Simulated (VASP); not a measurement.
# Sb in VASP: single point with PBE

Aim: the single point of Sb with PBE.

Everything below comes from runs of VASP 6.6.1. Logs are shortened: lines on timing, memory, paths and dates and some standing lists are left out, and cuts for length are marked.

**1. The cell of the first run**

The cell holds a slab with vacuum, 2 atoms: a = 4.111 Å, b = 4.111 Å, c = 27.000 Å, α = 90.00°, β = 90.00°, γ = 120.00°.

**2. Single point, PBE**

The input, INCAR:

```
PREC     = Accurate       # precision mode
ENCUT    = 400            # plane-wave cutoff, eV
EDIFF    = 1E-6           # SCF threshold, eV
ISMEAR   = 0              # smearing method
SIGMA    = 0.04           # smearing width, eV
LREAL    = False          # projectors in reciprocal space
LASPH    = True           # aspherical terms in the spheres
NELM     = 120            # most SCF steps
ALGO     = Normal         # electronic algorithm
ISIF     = 2              # what is computed and relaxed
LWAVE    = False          # write WAVECAR
LCHARG   = False          # write CHGCAR
LDIPOL   = True         
IDIPOL   = 3            
DIPOL    = 0.5 0.5 0.304
GGA      = PE             # functional
NBANDS   = 12             # bands
GGA_COMPAT= False        
NELMDL   = -8
```

The input, KPOINTS:

```
Automatic mesh
0
Gamma
  12 12 1
```

The input, POSCAR:

```
Sb
1.0
    4.1106275532      0.0000000000      0.0000000000
   -2.0553137766      3.5599078865      0.0000000000
    0.0000000000      0.0000000000     27.0000000000
Sb
2
Direct
    0.3333333333      0.6666666667      0.2736531361
    0.6666666667      0.3333333333      0.3343104355
```

Potentials or basis: VASP PAW PBE potentials, release 64 (Sb).

The run is started by

```bash
$ cat potpaw_PBE.64/Sb/POTCAR > POTCAR
$ mpirun -np 1 vasp_std > vasp.out
```

OUTCAR:

```text
PREC = Accurate
   ENCUT = 400
   EDIFF = 1E-6
   ISMEAR = 0
   LREAL = False
   LASPH = True
   NELM = 120
   ISIF = 2
   GGA = PE
   NELMDL = -8

 ion  position               nearest neighbor table
   1  0.333  0.667  0.274-   2 2.88   2 2.88   2 2.88
   2  0.667  0.333  0.334-   1 2.88   1 2.88   1 2.88

  LATTYP: Found a hexagonal cell.
 ALAT       =     4.1106275532
 C/A-ratio  =     6.5683401502

  Lattice vectors:

 A1 = (   4.1106275532,   0.0000000000,   0.0000000000)
 A2 = (  -2.0553137766,   3.5599078865,   0.0000000000)
 A3 = (   0.0000000000,   0.0000000000,  27.0000000000)

Analysis of symmetry for initial positions (statically):
=====================================================================
 Subroutine PRICEL returns:
 Original cell was already a primitive cell.

 Routine SETGRP: Setting up the symmetry group for a
 hexagonal supercell.

 Subroutine GETGRP returns: Found 12 space group operations
 (whereof  6 operations were pure point group operations)
 out of a pool of 24 trial point group operations.

The static configuration has the point symmetry C_3v.
 The point group associated with its full space group is D_3d.

Analysis of symmetry for dynamics (positions and initial velocities):
=====================================================================
 Subroutine PRICEL returns:
 Original cell was already a primitive cell.

 Routine SETGRP: Setting up the symmetry group for a
 hexagonal supercell.

 Subroutine GETGRP returns: Found 12 space group operations
 (whereof  6 operations were pure point group operations)
 out of a pool of 24 trial point group operations.

The dynamic configuration has the point symmetry C_3v.
 The point group associated with its full space group is D_3d.

 Subroutine INISYM returns: Found 12 space group operations
 (whereof  6 operations are pure point group operations),
 and found     1 'primitive' translations

----------------------------------------------------------------------------------------

                                     Primitive cell

  volume of cell :     395.1033

  direct lattice vectors                    reciprocal lattice vectors
     4.110627553  0.000000000  0.000000000     0.243271857  0.140453072  0.000000000
    -2.055313777  3.559907887  0.000000000     0.000000000  0.280906145  0.000000000
     0.000000000  0.000000000 27.000000000     0.000000000  0.000000000  0.037037037

  length of vectors
     4.110627553  4.110627553 27.000000000     0.280906145  0.280906145  0.037037037

  position of ions in fractional coordinates (direct lattice)
     0.333333333  0.666666667  0.273653136
     0.666666667  0.333333333  0.334310436

  ion indices of the primitive-cell ions
   primitive index   ion index
                 1           1
                 2           2

----------------------------------------------------------------------------------------

 KPOINTS: Automatic mesh

Automatic generation of k-mesh.
 Grid dimensions read from file:
 generate k-points for:   12   12    1

 Generating k-lattice:

  Cartesian coordinates                     Fractional coordinates (reciprocal lattice)
     0.020272655  0.011704423  0.000000000     0.083333333 -0.000000000  0.000000000
     0.000000000  0.023408845  0.000000000     0.000000000  0.083333333  0.000000000
     0.000000000  0.000000000  0.037037037     0.000000000  0.000000000  1.000000000

  Length of vectors
     0.023408845  0.023408845  0.037037037

  Shift w.r.t. Gamma in fractional coordinates (k-lattice)
     0.000000000  0.000000000  0.000000000

 Subroutine IBZKPT returns following result:
 ===========================================

 Found     19 irreducible k-points:

 Following reciprocal coordinates:
            Coordinates               Weight
  0.000000  0.000000  0.000000      1.000000
  0.083333 -0.000000  0.000000      6.000000
  0.166667  0.000000  0.000000      6.000000
  0.250000  0.000000  0.000000      6.000000
  0.333333 -0.000000  0.000000      6.000000
  0.416667  0.000000  0.000000      6.000000
[... 11 lines left out ...]
  0.333333  0.250000  0.000000     12.000000
  0.333333  0.333333  0.000000      2.000000
   k-points           NKPTS =     19   k-points in BZ     NKDIM =     19   number of bands    NBANDS=     12
   number of dos      NEDOS =    301   number of ions     NIONS =      2
   total plane-waves  NPLWV = 141120
   dimension x,y,z NGX =    28 NGY =   28 NGZ =  180
   dimension x,y,z NGXF=    56 NGYF=   56 NGZF=  360
   ions per type =               2
   NGX,Y,Z   is equivalent  to a cutoff of  11.32, 11.32, 11.08 a.u.
   NGXF,Y,Z  is equivalent  to a cutoff of  22.65, 22.65, 22.17 a.u.
 SYSTEM =  unknown system
   PREC   = accura    normal or accurate (medium, high low for compatibility)
   ISTART =      0    job   : 0-new  1-cont  2-samecut
   ICHARG =      2    charge: 1-file 2-atom 10-const
   ISPIN  =      1    spin polarized calculation?
   LNONCOLLINEAR =      F non collinear calculations
   LSORBIT =      F    spin-orbit coupling
   LASPH  =      T    aspherical Exc in radial PAW
   ENCUT  =  400.0 eV  29.40 Ry    5.42 a.u.   6.70  6.70 44.03*2*pi/ulx,y,z
   NELM   =    120;   NELMIN=  2; NELMDL= -8     # of ELM steps
   EDIFF  = 0.1E-05   stopping-criterion for ELM
   LREAL  =      F    real-space projection
   EDIFFG = 0.1E-04   stopping-criterion for IOM
   NSW    =      0    number of steps for IOM
   IBRION =     -1    ionic relax: 0-MD 1-quasi-New 2-CG
   NFREE  =      0    steps in history (QN), initial steepest desc. (CG)
   ISIF   =      2    stress and relaxation
   ISYM   =      2    0-nonsym 1-usesym 2-fastsym
   POTIM  = 0.5000    time-step for ionic-motion
   TEBEG  =    0.0;   TEEND  =   0.0 temperature during run
   PSTRESS=    0.0 pullay stress
   NELECT =      10.0000    total number of electrons
   NUPDOWN=      -1.0000    fix difference up-down
   EMIN   =  10.00;   EMAX   =-10.00  energy-range for DOS
   EFERMI =   0.00;   METHOD = LEGACY
   ISMEAR =     0;   SIGMA  =   0.04  broadening in eV -4-tet -1-fermi 0-gaus
   EFERMI_NEDOS =   21; number of points for ismear=-14 and -15
   IALGO  =     38    algorithm
   IMIX   =      4    mixing-type and parameters
     AMIX     =   0.40;   BMIX     =  1.00
     AMIX_MAG =   1.60;   BMIX_MAG =  1.00
  volume/ion in A,a.u.               =     197.55      1333.14
  Fermi-wavevector in a.u.,A,eV,Ry     =   0.480660  0.908316  3.143408  0.231034
  Thomas-Fermi vector in A             =   1.478335
   LORBIT       =      0    0 simple, 1 ext, 2 COOP (PROOUT), +10 PAW based schemes
   GGA     = PE    functional components
   LHFCALC =     F    Hartree Fock is set to
   AEXX    =    0.0000 exact exchange contribution
   IVDW    =     0    specifies the selected vdW correction
   LEPSILON=     F    determine dielectric tensor
   LRPA    =     F    only Hartree local field effects (RPA)
 non-spin polarized calculation
 Gauss-broadening in eV      SIGMA  =   0.04
  energy-cutoff  :      400.00
  volume of cell :      395.10
 maximum number of plane-waves:      7265
 NGX is ok and might be reduce to    28
   NGX = 13   NGY = 13   NGZ = 89

 dipolmoment           0.000000      0.000000     -0.000003 electrons x Angstroem

 number of electron      10.0000000 magnetization

 dipolmoment           0.000000      0.000000      0.000001 electrons x Angstroem

 Free energy of the ion-electron system (eV)
  ---------------------------------------------------
  ext. energy  EPLUGINS =         0.00000000
  ---------------------------------------------------
  free energy    TOTEN  =        -8.10603868 eV

  energy without entropy =       -8.10603868  energy(sigma->0) =       -8.10603868

 E-fermi :  -2.9166     XC(G=0):  -1.9996

 val. band max:       -3.1041212473   @ k =   0.0000   0.0000   0.0000
 cond. band min:      -1.8156052492   @ k =   0.3333  -0.0000   0.0000
 fundamental gap:      1.2885159981
 Fermi energy:        -2.9165528998

 k-point     1 :       0.0000    0.0000    0.0000
  band No.  band energies     occupation
      1     -14.4018      2.00000
      2      -9.3832      2.00000
      3      -3.6864      2.00000
      4      -3.1041      2.00000
      5      -3.1041      2.00000
      6      -1.5296      0.00000
      7      -0.2992      0.00000
      8      -0.2992      0.00000
      9       1.2038      0.00000
     10       1.4659      0.00000
     11       1.9106      0.00000
     12       2.2063      0.00000

 k-point     2 :       0.0833   -0.0000    0.0000
  band No.  band energies     occupation
      1     -14.3277      2.00000
      2      -9.3806      2.00000
      3      -3.8327      2.00000
      4      -3.6539      2.00000
      5      -3.2746      2.00000
      6      -1.0270      0.00000
      7      -0.3913      0.00000
      8      -0.1334      0.00000
      9       1.3027      0.00000
     10       1.5497      0.00000
     11       1.9923      0.00000
     12       2.2903      0.00000

 k-point     3 :       0.1667    0.0000    0.0000
  band No.  band energies     occupation
      1     -14.1080      2.00000
      2      -9.4076      2.00000
      3      -4.9026      2.00000
      4      -3.6533      2.00000
      5      -3.5899      2.00000
      6      -1.3173      0.00000
      7       0.1893      0.00000
      8       0.1967      0.00000
      9       1.5448      0.00000
     10       1.7930      0.00000
     11       2.2274      0.00000
     12       2.5310      0.00000
[... 211 lines left out ...]
 k-point    18 :       0.3333    0.2500    0.0000
  band No.  band energies     occupation
      1     -12.0823      2.00000
      2     -11.1098      2.00000
      3      -6.4625      2.00000
      4      -5.2389      2.00000
      5      -4.5371      2.00000
      6      -1.3845      0.00000
      7       0.1331      0.00000
      8       0.6012      0.00000
      9       3.1608      0.00000
     10       3.7325      0.00000
     11       3.9999      0.00000
     12       4.3571      0.00000

 k-point    19 :       0.3333    0.3333    0.0000
  band No.  band energies     occupation
      1     -11.5855      2.00000
      2     -11.5855      2.00000
      3      -6.6332      2.00000
      4      -4.8805      2.00000
      5      -4.8805      2.00000
      6      -1.5824      0.00000
      7       0.5052      0.00000
      8       0.5052      0.00000
      9       3.5149      0.00000
     10       4.1818      0.00000
     11       4.1818      0.00000
     12       4.6483      0.00000

------------------------ aborting loop because EDIFF is reached ----------------------------------------

 vacuum level on the upper side and lower side of the slab       (xc-potential included)        -0.006        -0.006

  FORCE on cell =-STRESS in cart. coord.  units (eV):
  Direction    XX          YY          ZZ          XY          YZ          ZX
  --------------------------------------------------------------------------------------
  -------------------------------------------------------------------------------------
  Total        0.1330566      0.1330566      0.1406311      0.0000000     -0.0000000      0.0000000
  in kB        0.5395557      0.5395557      0.5702709      0.0000000     -0.0000000      0.0000000
  external PRESSURE =       0.5497941 kB  Pullay stress =       0.0000000 kB

 VOLUME and BASIS-vectors are now :
 -----------------------------------------------------------------------------
  energy-cutoff  :      400.00
  volume of cell :      395.10
      direct lattice vectors                 reciprocal lattice vectors
     4.110627553  0.000000000  0.000000000     0.243271857  0.140453072  0.000000000
    -2.055313777  3.559907887  0.000000000     0.000000000  0.280906145  0.000000000
     0.000000000  0.000000000 27.000000000     0.000000000  0.000000000  0.037037037

 POSITION                                       TOTAL-FORCE (eV/Angst)
 -----------------------------------------------------------------------------------
     -0.00000      2.37327      7.38863         0.000000      0.000000     -0.088625
      2.05531      1.18664      9.02638        -0.000000     -0.000000      0.088625
 -----------------------------------------------------------------------------------
    total drift:                               -0.000000      0.000000      0.000008

  FREE ENERGIE OF THE ION-ELECTRON SYSTEM (eV)
  ---------------------------------------------------
  free  energy   TOTEN  =        -8.1060386841 eV

  energy  without entropy=       -8.1060386841  energy(sigma->0) =       -8.10603868

 vacuum level on the upper side and lower side of the slab         1.740         1.741
```

It took 82 s on 1 thread of Intel Xeon Platinum 8488C (Sapphire Rapids), shared host; peak memory 0.35 GiB.

What came out:

| Property | Result |
| --- | --- |
| Free energy | -8.1060 eV |
| Largest force | 0.089 eV/Å |
| Band gap on the k mesh | 1.29 eV, indirect (least direct gap 1.57 eV) |

Forces on the atoms (eV/Å):
```
Sb   0.000  0.000 -0.089
Sb   0.000  0.000  0.089
```

Levels at points of the mesh, in eV from the valence-band top:
| k point | band 3 | band 4 | band 5 | band 6 | band 7 | band 8 |
| --- | --- | --- | --- | --- | --- | --- |
| (0.00, 0.00, 0.00) | -0.58 | 0.00 | 0.00 | 1.57 | 2.80 | 2.80 |
| (0.50, 0.00, 0.00) | -2.93 | -1.56 | -1.45 | 1.63 | 2.47 | 3.58 |

Caveat: spin-orbit coupling is left out, which moves the levels of the heavy elements.
